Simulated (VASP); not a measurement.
Ta:

```
CELL_PARAMETERS angstrom
-1.65128 1.65128 1.65128
1.65128 -1.65128 1.65128
1.65128 1.65128 -1.65128
ATOMIC_POSITIONS crystal
Ta 0.00000 0.00000 0.00000
```

- Program: VASP 6.6.1
- Task: relaxation of cell and atoms
- Functional: revPBE
- Dispersion: D3(BJ)
- Potentials or basis: VASP PAW PBE potentials, release 64 (Ta_pv)
- Cutoff: 600 eV
- k mesh: 11 × 11 × 11
- Occupations: fermi-dirac, width 0.05 eV
- Spin: no spin polarisation

At the start: pressure -5.6 GPa; volume 18.01 Å³/atom.

Q: Where does the relaxation end?

A: Over 4 steps the energy falls by 8.8 meV/atom and the volume is 17.52 Å³/atom (-2.7 %); space group Im-3m (No. 229, to 0.05 Å).

The path:
| step | energy change (eV) | largest force (eV/Å) | pressure (GPa) | volume (Å³) |
| --- | --- | --- | --- | --- |
| 1 | 0.0000 | 0.0000 | -5.58 | 18.01 |
| 2 | 0.0427 | 0.0000 | 16.01 | 16.43 |
| 3 | -0.0088 | 0.0000 | -0.14 | 17.53 |
| 4 | -0.0088 | 0.0000 | -0.01 | 17.52 |

Final structure:
```
Ta
1.0
    -1.63614    1.63614    1.63614
     1.63614   -1.63614    1.63614
     1.63614    1.63614   -1.63614
Ta
1
Direct
  0.00000 0.00000 0.00000
```

Caveat: the PAW data sets were made with another functional, which shifts forces and pressure a little; pairwise dispersion overbinds metals, which lowers pressure and volume.
